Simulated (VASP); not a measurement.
# ZnSe (I-4m2) in VASP: G0W0 quasiparticle levels with PBE

Aim: the G0W0 quasiparticle levels of ZnSe with PBE.

All numbers are computed with VASP 6.6.1; they aren't measurements. Logs are shortened: lines on timing, memory, paths and dates and some standing lists are left out, and cuts for length are marked.

## 1. The cell of the first run

It takes space group I-4m2 (No. 119, tetragonal). Conventional cell: a = 4.006 Å, b = 4.006 Å, c = 5.438 Å, α = 90.00°, β = 90.00°, γ = 90.00°. Zn (site symmetry -4m2) has 4 Se at 2.42 Å within 3.2 Å. Se (site symmetry -4m2) has 4 Zn at 2.42 Å within 3.2 Å.

## 2. G0W0 quasiparticle levels, PBE

File POSCAR:

```
ZnSe
1.0
    0.0000000000      2.8324206844      2.7191238570
    2.8324206844      0.0000000000      2.7191238570
    2.8324206844      2.8324206844      0.0000000000
Zn Se
1 1
Direct
    0.0000000000      0.0000000000      0.0000000000
    0.2500000000      0.2500000000      0.2500000000
```

File INCAR.step1:

```
PREC = Accurate
ENCUT = 500
EDIFF = 1E-8
ISMEAR = 0
SIGMA = 0.01
LREAL = F
LASPH = T
NELM = 80
ALGO = Normal
LWAVE = T
LCHARG = F
GGA = PE
```

File INCAR.step2:

```
PREC = Accurate
ENCUT = 500
EDIFF = 1E-8
ISMEAR = 0
SIGMA = 0.01
LREAL = F
LASPH = T
NELM = 1
ALGO = Exact
LWAVE = T
LCHARG = F
GGA = PE
NBANDS = 191
LOPTICS = T
ISTART = 1
```

File INCAR.step3:

```
PREC = Accurate
ENCUT = 500
EDIFF = 1E-8
ISMEAR = 0
SIGMA = 0.01
LREAL = F
LASPH = T
ALGO = EVGW0
LWAVE = F
LCHARG = F
GGA = PE
NELMGW = 1
NBANDS = 191
ENCUTGW = 150.0
NOMEGA = 96
PRECFOCK = Fast
ISTART = 1
NBANDSGW = 17
OMEGAMAX = 20
```

File KPOINTS:

```
Automatic mesh
0
Gamma
  4 4 4
```

Potentials or basis: VASP PAW PBE potentials, release 64 (Zn_GW, Se_GW).

Run with:

```console
> cat potpaw_PBE.64/Zn_GW/POTCAR potpaw_PBE.64/Se_GW/POTCAR > POTCAR
> cp INCAR.step1 INCAR
> mpirun -np 1 vasp_std > vasp.out
> cp INCAR.step2 INCAR
> mpirun -np 1 vasp_std > vasp.out
> cp INCAR.step3 INCAR
> mpirun -np 1 vasp_std > vasp.out
```

OUTCAR:

```text
PREC = Accurate
   ENCUT = 500
   EDIFF = 1E-8
   ISMEAR = 0
   LREAL = F
   LASPH = T
   GGA = PE
   NELMGW = 1
   ENCUTGW = 150.0
   PRECFOCK = Fast
   ISTART = 1

 ion  position               nearest neighbor table
   1  0.000  0.000  0.000-   2 2.42   2 2.42   2 2.42   2 2.42
   2  0.250  0.250  0.250-   1 2.42   1 2.42   1 2.42   1 2.42

  LATTYP: Found a body centered tetragonal cell.
 ALAT       =     4.0056477462
 C/A-ratio  =     1.3576450199

  Lattice vectors:

 A1 = (   0.0000000000,  -2.8324206844,  -2.7191238570)
 A2 = (   0.0000000000,   2.8324206844,  -2.7191238570)
 A3 = (   2.8324206844,   0.0000000000,   2.7191238570)

Analysis of symmetry for initial positions (statically):
=====================================================================
 Subroutine PRICEL returns:
 Original cell was already a primitive cell.

 Routine SETGRP: Setting up the symmetry group for a
 body centered tetragonal supercell.

 Subroutine GETGRP returns: Found  8 space group operations
 (whereof  8 operations were pure point group operations)
 out of a pool of 16 trial point group operations.

The static configuration has the point symmetry D_2d.

Analysis of symmetry for dynamics (positions and initial velocities):
=====================================================================
 Subroutine PRICEL returns:
 Original cell was already a primitive cell.

 Routine SETGRP: Setting up the symmetry group for a
 body centered tetragonal supercell.

 Subroutine GETGRP returns: Found  8 space group operations
 (whereof  8 operations were pure point group operations)
 out of a pool of 16 trial point group operations.

The dynamic configuration has the point symmetry D_2d.

 Subroutine INISYM returns: Found  8 space group operations
 (whereof  8 operations are pure point group operations),
 and found     1 'primitive' translations

----------------------------------------------------------------------------------------

                                     Primitive cell

  volume of cell :      43.6289

  direct lattice vectors                    reciprocal lattice vectors
[... 52 lines left out ...]
  0.500000  0.000000  0.250000     16.000000
 -0.250000  0.000000  0.250000      8.000000
 -0.250000  0.500000  0.250000      4.000000
  0.500000  0.000000  0.500000      2.000000
 -0.250000  0.250000  0.500000      2.000000
   k-points           NKPTS =     13   k-points in BZ     NKDIM =     64   number of bands    NBANDS=    191
   number of dos      NEDOS =    301   number of ions     NIONS =      2
   total plane-waves  NPLWV =  27000
   dimension x,y,z NGX =    30 NGY =   30 NGZ =   30
   dimension x,y,z NGXF=    60 NGYF=   60 NGZF=   60
   ions per type =               1   1
   NGX,Y,Z   is equivalent  to a cutoff of  12.70, 12.70, 12.45 a.u.
   NGXF,Y,Z  is equivalent  to a cutoff of  25.40, 25.40, 24.90 a.u.
 SYSTEM =  unknown system
   PREC   = accura    normal or accurate (medium, high low for compatibility)
   ISTART =      1    job   : 0-new  1-cont  2-samecut
   ICHARG =      0    charge: 1-file 2-atom 10-const
   ISPIN  =      1    spin polarized calculation?
   LNONCOLLINEAR =      F non collinear calculations
   LSORBIT =      F    spin-orbit coupling
   LASPH  =      T    aspherical Exc in radial PAW
   ENCUT  =  500.0 eV  36.75 Ry    6.06 a.u.   7.16  7.16  7.30*2*pi/ulx,y,z
   NELM   =     60;   NELMIN=  2; NELMDL=  0     # of ELM steps
   EDIFF  = 0.1E-07   stopping-criterion for ELM
   LREAL  =      F    real-space projection
   EDIFFG = 0.1E-06   stopping-criterion for IOM
   NSW    =      0    number of steps for IOM
   IBRION =     -1    ionic relax: 0-MD 1-quasi-New 2-CG
   NFREE  =      0    steps in history (QN), initial steepest desc. (CG)
   ISIF   =      0    stress and relaxation
   ISYM   =      3    0-nonsym 1-usesym 2-fastsym
   POTIM  = 0.5000    time-step for ionic-motion
   TEBEG  =    0.0;   TEEND  =   0.0 temperature during run
   PSTRESS=    0.0 pullay stress
   NELECT =      18.0000    total number of electrons
   NUPDOWN=      -1.0000    fix difference up-down
   EMIN   =  10.00;   EMAX   =-10.00  energy-range for DOS
   EFERMI =   0.00;   METHOD = LEGACY
   ISMEAR =     0;   SIGMA  =   0.01  broadening in eV -4-tet -1-fermi 0-gaus
   EFERMI_NEDOS =   21; number of points for ismear=-14 and -15
   IALGO  =     38    algorithm
   IMIX   =      4    mixing-type and parameters
     AMIX     =   0.40;   BMIX     =  1.00
     AMIX_MAG =   1.60;   BMIX_MAG =  1.00
  volume/ion in A,a.u.               =      21.81       147.21
  Fermi-wavevector in a.u.,A,eV,Ry     =   1.218730  2.303066 20.208771  1.485303
  Thomas-Fermi vector in A             =   2.354006
   LORBIT       =      0    0 simple, 1 ext, 2 COOP (PROOUT), +10 PAW based schemes
   GGA     = PE    functional components
   LHFCALC =     T    Hartree Fock is set to
   PRECFOCK=fast      Normal, Fast or Accurate (Low or Medium for compatibility)
   ENCUT4O =  -1.0   cutoff for four orbital integrals eV
   NKREDX  =     1    reduce k-point grid by
   NKREDY  =     1    reduce k-point grid by
   NKREDZ  =     1    reduce k-point grid by
   AEXX    =    1.0000 exact exchange contribution
   HFSCREEN=    0.0000 screening length (either q_TF or 0.3 A-1)
   HFSCREENC=   0.0000 screening length for correlation (either q_TF or 0.3 A-1)
   ENCUTFOCK=  -1.0 apply spherical cutoff to Coloumb kernel
   IVDW    =     0    specifies the selected vdW correction
   LEPSILON=     F    determine dielectric tensor
   LRPA    =     F    only Hartree local field effects (RPA)
   LRPAFORCE           =     F    calculate RPA forces
   ENCUTGW             = 150.0    cutoff for response function in eV
   ENCUTGWSOFT         = 120.0    soft cutoff for Coulomb kernel in GW response function in eV
   ENCUTLF             =  -1.0    cutoff for local field effects
   NELMGW              =     1    number of iterations in solving QP/BSE equation
   NELMHF              =     1    number of iterations in the inner HF iteration
   NKREDLFX            =     1    NKREDLFY  =   1   NKREDLFZ  =   1
 non-spin polarized calculation
 Gauss-broadening in eV      SIGMA  =   0.01
  energy-cutoff  :      500.00
  volume of cell :       43.63
 maximum number of plane-waves:      1120
 NGX is ok and might be reduce to    30
  NGX = 18; NGY = 18; NGZ = 18
   NGX = 15   NGY = 15   NGZ = 15
 maximum number of plane-waves:       196
 NGX is ok and might be reduce to    18

 QP shifts <psi_nk| G(iteration)W_0 |psi_nk>: iteration 1
 for sc-GW calculations column KS-energies equals QP-energies in previous step
 and V_xc(KS)=  KS-energies - (<T + V_ion + V_H > + <T+V_H+V_ion>^1  + <V_x>^1)

 k-point   1 :       0.0000    0.0000    0.0000
  band No.  KS-energies  QP-energies   sigma(KS)   V_xc(KS)     V^pw_x(r,r')   Z            occupation Imag(sigma)

      1     -10.4402     -11.0102     -13.2055     -12.3289     -19.9265       0.6503       2.0000       1.0241
      2      -3.6444      -5.2260     -21.9751     -19.6216     -30.7473       0.6720       2.0000       0.1385
      3      -3.6444      -5.2260     -21.9751     -19.6216     -30.7473       0.6720       2.0000       0.1385
      4      -3.6258      -5.2069     -22.0108     -19.6595     -30.8128       0.6724       2.0000       0.1418
      5      -3.2378      -4.9005     -22.9304     -20.4742     -32.0130       0.6769       2.0000       0.1226
      6      -3.2295      -4.9024     -22.9775     -20.5121     -32.0662       0.6785       2.0000       0.1226
[... 248 lines left out ...]
      3      -3.3915      -5.0236     -22.6818     -20.2657     -31.7312       0.6755       2.0000       0.1344
      4      -3.2664      -4.9185     -22.9074     -20.4650     -32.0306       0.6764       2.0000       0.1302
      5      -3.2604      -4.8963     -22.5540     -20.1358     -31.4576       0.6765       2.0000       0.1265
      6      -2.9075      -4.5366     -22.9533     -20.5629     -31.9560       0.6815       2.0000       0.1344
[... 9 lines left out ...]
     16      17.2123      17.1963      -9.3574      -9.3361      -3.5268       0.7480       0.0000      -0.5256
     17      17.4807      17.7394     -10.0537     -10.4017      -4.0160       0.7435       0.0000      -0.5078
```

OUTCAR.step1:

```text
PREC = Accurate
   ENCUT = 500
   EDIFF = 1E-8
   ISMEAR = 0
   LREAL = F
   LASPH = T
[... 415 lines left out ...]
 -----------------------------------------------------------------------------------
      0.00000      0.00000      0.00000         0.000000      0.000000      0.000000
      1.41621      1.41621      1.35956        -0.000000     -0.000000      0.000000
 -----------------------------------------------------------------------------------
    total drift:                                0.000001      0.000001     -0.000001

  FREE ENERGIE OF THE ION-ELECTRON SYSTEM (eV)
  ---------------------------------------------------
  free  energy   TOTEN  =        -5.9077699527 eV

  energy  without entropy=       -5.9077699527  energy(sigma->0) =       -5.90776995
```

It took 11 min on 1 thread of Intel Xeon Platinum 8259CL at 2.50GHz (Skylake/Cascade Lake), shared host; peak memory 0.53 GiB.

What came out:

```
Quasiparticle gap                                   : 2.49 eV
Least direct quasiparticle gap                      : 2.49 eV
Band gap of the starting levels on the mesh         : 1.34 eV
Least direct gap of the starting levels on the mesh : 1.34 eV
```

Caveat: the k points lie up to 0.49 Å⁻¹ apart; bands, screening cutoff and mesh are small and nothing is extrapolated, so the quasiparticle values aren't converged.
